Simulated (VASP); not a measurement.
# Sn (Immm) in VASP: further runs

Runs on Sn. Level: PBEsol. Tasks: electric field gradients.

All numbers are computed with VASP 6.6.1; they aren't measurements. Logs are shortened: lines on timing, memory, paths and dates and some standing lists are left out, and cuts for length are marked.

### 1 The cell of the first run

It takes space group Immm (No. 71, orthorhombic). The conventional cell has a = 3.453 Å, b = 3.551 Å, c = 4.677 Å, α = 90.00°, β = 90.00°, γ = 90.00°. Within 4.5 Å of Sn (site symmetry mmm) lie 12 Sn at 3.41 to 3.55 Å.

### 2 Electric field gradients, PBEsol

Contents of INCAR:

```
ALGO     = Normal         # electronic algorithm
EDIFF    = 1E-8           # SCF threshold, eV
ENCUT    = 520            # plane-wave cutoff, eV
GGA      = PS             # functional
ISIF     = 2              # what is computed and relaxed
ISMEAR   = -1             # smearing method
LASPH    = True           # aspherical terms in the spheres
LCHARG   = False          # write CHGCAR
LEFG     = True         
LREAL    = False          # projectors in reciprocal space
LWAVE    = False          # write WAVECAR
NBANDS   = 13             # bands
NELM     = 100            # most SCF steps
PREC     = Accurate       # precision mode
SIGMA    = 0.03           # smearing width, eV
```

Contents of KPOINTS:

```
k-points
0
Gamma
  16 16 16
```

Contents of POSCAR:

```
Sn
1.0
   -1.7265390000      1.7755470000      2.3383420000
    1.7265390000     -1.7755470000      2.3383420000
    1.7265390000      1.7755470000     -2.3383420000
Sn
1
Direct
    0.0000000000      0.0000000000      0.0000000000
```

Potentials or basis: VASP PAW PBE potentials, release 64 (Sn_d).

Run with:

```
> cat potpaw_PBE.64/Sn_d/POTCAR > POTCAR
> mpirun -np 1 vasp_std > vasp.out
```

OUTCAR:

```text
EDIFF = 1E-8
   ENCUT = 520
   GGA = PS
   ISIF = 2
   ISMEAR = -1
   LASPH = True
   LREAL = False
   NELM = 100
   PREC = Accurate

 ion  position               nearest neighbor table
   1  0.000  0.000  0.000-

  LATTYP: Found a body centered orthorhombic cell.
 ALAT       =     3.4530780000
 B/A-ratio  =     1.0283851103
 C/A-ratio  =     1.3543522620

  Lattice vectors:

 A1 = (  -1.7265390000,   1.7755470000,   2.3383420000)
 A2 = (   1.7265390000,  -1.7755470000,   2.3383420000)
 A3 = (   1.7265390000,   1.7755470000,  -2.3383420000)

Analysis of symmetry for initial positions (statically):
=====================================================================
 Subroutine PRICEL returns:
 Original cell was already a primitive cell.

 Routine SETGRP: Setting up the symmetry group for a
 body centered orthorhombic supercell.

 Subroutine GETGRP returns: Found  8 space group operations
 (whereof  8 operations were pure point group operations)
 out of a pool of  8 trial point group operations.

The static configuration has the point symmetry D_2h.

Analysis of symmetry for dynamics (positions and initial velocities):
=====================================================================
 Subroutine PRICEL returns:
 Original cell was already a primitive cell.

 Routine SETGRP: Setting up the symmetry group for a
 body centered orthorhombic supercell.

 Subroutine GETGRP returns: Found  8 space group operations
 (whereof  8 operations were pure point group operations)
 out of a pool of  8 trial point group operations.

The dynamic configuration has the point symmetry D_2h.

 Subroutine INISYM returns: Found  8 space group operations
 (whereof  8 operations are pure point group operations),
 and found     1 'primitive' translations

----------------------------------------------------------------------------------------

                                     Primitive cell

  volume of cell :      28.6732

  direct lattice vectors                    reciprocal lattice vectors
    -1.726539000  1.775547000  2.338342000     0.000000000  0.281603359  0.213826720
     1.726539000 -1.775547000  2.338342000     0.289596702  0.000000000  0.213826720
     1.726539000  1.775547000 -2.338342000     0.289596702  0.281603359  0.000000000

  length of vectors
     3.406075069  3.406075069  3.406075069     0.353584952  0.359983494  0.403938983

  position of ions in fractional coordinates (direct lattice)
     0.000000000  0.000000000  0.000000000

  ion indices of the primitive-cell ions
   primitive index   ion index
                 1           1

----------------------------------------------------------------------------------------

 KPOINTS: k-points

Automatic generation of k-mesh.
 Grid dimensions read from file:
 generate k-points for:   16   16   16

 Generating k-lattice:

  Cartesian coordinates                     Fractional coordinates (reciprocal lattice)
     0.000000000  0.017600210  0.013364170     0.062500000  0.000000000 -0.000000000
     0.018099794  0.000000000  0.013364170     0.000000000  0.062500000  0.000000000
     0.018099794  0.017600210  0.000000000    -0.000000000  0.000000000  0.062500000

  Length of vectors
     0.022099059  0.022498968  0.025246186

  Shift w.r.t. Gamma in fractional coordinates (k-lattice)
     0.000000000  0.000000000  0.000000000

 Subroutine IBZKPT returns following result:
 ===========================================

 Found    621 irreducible k-points:

 Following reciprocal coordinates:
            Coordinates               Weight
  0.000000  0.000000  0.000000      1.000000
  0.062500  0.000000  0.000000      4.000000
  0.125000  0.000000  0.000000      4.000000
  0.187500  0.000000  0.000000      4.000000
  0.250000  0.000000  0.000000      4.000000
  0.312500  0.000000 -0.000000      4.000000
[... 16 lines left out ...]
 -0.187500  0.062500  0.000000      8.000000
 -0.125000  0.062500  0.000000      8.000000
 [... further k-points ...]
   k-points           NKPTS =    621   k-points in BZ     NKDIM =    621   number of bands    NBANDS=     13
   number of dos      NEDOS =    301   number of ions     NIONS =      1
   total plane-waves  NPLWV =  21952
   dimension x,y,z NGX =    28 NGY =   28 NGZ =   28
   dimension x,y,z NGXF=    56 NGYF=   56 NGZF=   56
   ions per type =               1
   NGX,Y,Z   is equivalent  to a cutoff of  13.67, 13.67, 13.67 a.u.
   NGXF,Y,Z  is equivalent  to a cutoff of  27.33, 27.33, 27.33 a.u.
 SYSTEM =  unknown system
   PREC   = accura    normal or accurate (medium, high low for compatibility)
   ISTART =      0    job   : 0-new  1-cont  2-samecut
   ICHARG =      2    charge: 1-file 2-atom 10-const
   ISPIN  =      1    spin polarized calculation?
   LNONCOLLINEAR =      F non collinear calculations
   LSORBIT =      F    spin-orbit coupling
   LASPH  =      T    aspherical Exc in radial PAW
   ENCUT  =  520.0 eV  38.22 Ry    6.18 a.u.   6.33  6.33  6.33*2*pi/ulx,y,z
   NELM   =    100;   NELMIN=  2; NELMDL= -5     # of ELM steps
   EDIFF  = 0.1E-07   stopping-criterion for ELM
   LREAL  =      F    real-space projection
   EDIFFG = 0.1E-06   stopping-criterion for IOM
   NSW    =      0    number of steps for IOM
   IBRION =     -1    ionic relax: 0-MD 1-quasi-New 2-CG
   NFREE  =      0    steps in history (QN), initial steepest desc. (CG)
   ISIF   =      2    stress and relaxation
   ISYM   =      2    0-nonsym 1-usesym 2-fastsym
   POTIM  = 0.5000    time-step for ionic-motion
   TEBEG  =    0.0;   TEEND  =   0.0 temperature during run
   PSTRESS=    0.0 pullay stress
   NELECT =      14.0000    total number of electrons
   NUPDOWN=      -1.0000    fix difference up-down
   EMIN   =  10.00;   EMAX   =-10.00  energy-range for DOS
   EFERMI =   0.00;   METHOD = LEGACY
   ISMEAR =    -1;   SIGMA  =   0.03  broadening in eV -4-tet -1-fermi 0-gaus
   EFERMI_NEDOS =   21; number of points for ismear=-14 and -15
   IALGO  =     38    algorithm
   IMIX   =      4    mixing-type and parameters
     AMIX     =   0.40;   BMIX     =  1.00
     AMIX_MAG =   1.60;   BMIX_MAG =  1.00
  volume/ion in A,a.u.               =      28.67       193.50
  Fermi-wavevector in a.u.,A,eV,Ry     =   1.289116  2.436076 22.610433  1.661820
  Thomas-Fermi vector in A             =   2.421028
   LORBIT       =      0    0 simple, 1 ext, 2 COOP (PROOUT), +10 PAW based schemes
   GGA     = PS    functional components
   LHFCALC =     F    Hartree Fock is set to
   AEXX    =    0.0000 exact exchange contribution
   IVDW    =     0    specifies the selected vdW correction
   LEPSILON=     F    determine dielectric tensor
   LRPA    =     F    only Hartree local field effects (RPA)
 non-spin polarized calculation
  energy-cutoff  :      520.00
  volume of cell :       28.67
 maximum number of plane-waves:       797
 NGX is ok and might be reduce to    28
   NGX = 13   NGY = 13   NGZ = 13

 number of electron      13.9999998 magnetization

 Free energy of the ion-electron system (eV)
  ---------------------------------------------------
  ext. energy  EPLUGINS =         0.00000000
  ---------------------------------------------------
  free energy    TOTEN  =        -4.20822124 eV

  energy without entropy =       -4.20632982  energy(sigma->0) =       -4.20727553

 E-fermi :   7.3507     XC(G=0): -10.2531

 val. band max:        7.3448865843   @ k =  -0.3750   0.1250   0.0625
 cond. band min:       7.3558169219   @ k =  -0.4375  -0.3125   0.1250
 fundamental gap:      0.0109303377
 Fermi energy:         7.3507119469

 k-point     1 :       0.0000    0.0000    0.0000
  band No.  band energies     occupation
      1     -14.0944      2.00000
      2     -14.0797      2.00000
      3     -14.0595      2.00000
      4     -14.0299      2.00000
      5     -13.9949      2.00000
      6      -3.4227      2.00000
      7      14.3657      0.00000
      8      14.5108      0.00000
      9      14.9131      0.00000
     10      17.9754      0.00000
     11      18.4898      0.00000
     12      18.9899      0.00000
     13      19.1569      0.00000

 k-point     2 :       0.0625    0.0000    0.0000
  band No.  band energies     occupation
      1     -14.0925      2.00000
      2     -14.0769      2.00000
      3     -14.0590      2.00000
      4     -14.0293      2.00000
      5     -13.9953      2.00000
      6      -3.3473      2.00000
      7      13.5502      0.00000
      8      14.3876      0.00000
      9      14.7597      0.00000
     10      17.5053      0.00000
     11      18.9038      0.00000
[... 339 lines left out ...]
 k-point    24 :      -0.1250    0.0625    0.0000
  band No.  band energies     occupation
      1     -14.0932      2.00000
      2     -14.0697      2.00000
      3     -14.0523      2.00000
      4     -14.0304      2.00000
      5     -13.9937      2.00000
      6      -3.1531      2.00000
      7      12.4966      0.00000
      8      13.6968      0.00000
      9      14.3367      0.00000
     10      16.9915      0.00000
     11      19.2657      0.00000
     12      19.7848      0.00000
     13      20.0147      0.00000

 [... further k-points ...]
[... 5 lines left out ...]
  --------------------------------------------------------------------------------------
  -------------------------------------------------------------------------------------
  Total       -0.5897804     -0.6874965     -0.6740740     -0.0000000      0.0000000      0.0000000
  in kB      -32.9552302    -38.4153202    -37.6653115     -0.0000000      0.0000000      0.0000000
  external PRESSURE =     -36.3452873 kB  Pullay stress =       0.0000000 kB

 VOLUME and BASIS-vectors are now :
 -----------------------------------------------------------------------------
  energy-cutoff  :      520.00
  volume of cell :       28.67
      direct lattice vectors                 reciprocal lattice vectors
    -1.726539000  1.775547000  2.338342000     0.000000000  0.281603359  0.213826720
     1.726539000 -1.775547000  2.338342000     0.289596702  0.000000000  0.213826720
     1.726539000  1.775547000 -2.338342000     0.289596702  0.281603359  0.000000000

 POSITION                                       TOTAL-FORCE (eV/Angst)
 -----------------------------------------------------------------------------------
      0.00000      0.00000      0.00000         0.000000      0.000000      0.000000
 -----------------------------------------------------------------------------------
    total drift:                               -0.000000     -0.000000     -0.000000

  FREE ENERGIE OF THE ION-ELECTRON SYSTEM (eV)
  ---------------------------------------------------
  free  energy   TOTEN  =        -4.2082212372 eV

  energy  without entropy=       -4.2063298235  energy(sigma->0) =       -4.20727553

 Electric field gradients (V/A^2)
---------------------------------------------------------------------
 ion       V_xx      V_yy      V_zz      V_xy      V_xz      V_yz
---------------------------------------------------------------------
   1      -0.946    12.263   -11.318    -0.001    -0.000    -0.000
---------------------------------------------------------------------

 Electric field gradients after diagonalization (V/A^2)
 (convention: |V_zz| > |V_xx| > |V_yy|)
----------------------------------------------------------------------
 ion       V_xx      V_yy      V_zz     asymmetry (V_yy - V_xx)/ V_zz
----------------------------------------------------------------------
   1     -11.318    -0.946    12.263       0.846
----------------------------------------------------------------------

           NMR quadrupolar parameters

 Cq : quadrupolar parameter    Cq=e*Q*V_zz/h
 eta: asymmetry parameters     (V_yy - V_xx)/ V_zz
 Q  : nuclear electric quadrupole moment in mb (millibarn)
----------------------------------------------------------------------
 ion       Cq(MHz)       eta       Q (mb)
----------------------------------------------------------------------
   1       0.030       0.846       1.000
----------------------------------------------------------------------
```

Wall time 3.3 min (1 thread of Intel Xeon 6975P-C, shared host); peak memory 0.33 GiB.

Results:

```
Free energy            : -4.2082 eV
Pressure               : -3.6 GPa
Band gap on the k mesh : zero (band 7 reaches 14.37 eV, above the bottom of band 8 at 5.36 eV)
```

Levels at points of the mesh, in eV from the Fermi level:
| k point | band 5 | band 6 | band 7 | band 8 | band 9 | band 10 |
| --- | --- | --- | --- | --- | --- | --- |
| (0.00, 0.00, 0.00) | -21.35 | -10.77 | 7.01 | 7.16 | 7.56 | 10.62 |
| (0.50, 0.00, 0.00) | -21.29 | -6.85 | -4.40 | 5.24 | 5.99 | 9.68 |
| (0.00, 0.50, 0.00) | -21.29 | -6.60 | -4.33 | 4.81 | 5.68 | 9.19 |
| (0.50, 0.50, 0.00) | -21.27 | -5.23 | -3.57 | 2.06 | 2.43 | 5.51 |
| (0.50, 0.50, 0.50) | -21.27 | -4.46 | -3.07 | 1.21 | 1.85 | 4.61 |

Electric field gradients, principal values (V/Å²):
```
atom   least   middle  greatest (by size)
1 Sn  -0.946  -11.318              12.263
```

Caveat: without QUAD_EFG the Cq values of the log hold for a quadrupole moment of 1 mb, not for the nuclei; the PAW data sets were made with another functional, which shifts forces and pressure a little; spin-orbit coupling is left out, which moves the levels of the heavy elements.

(Continued in part 2 of 2.)
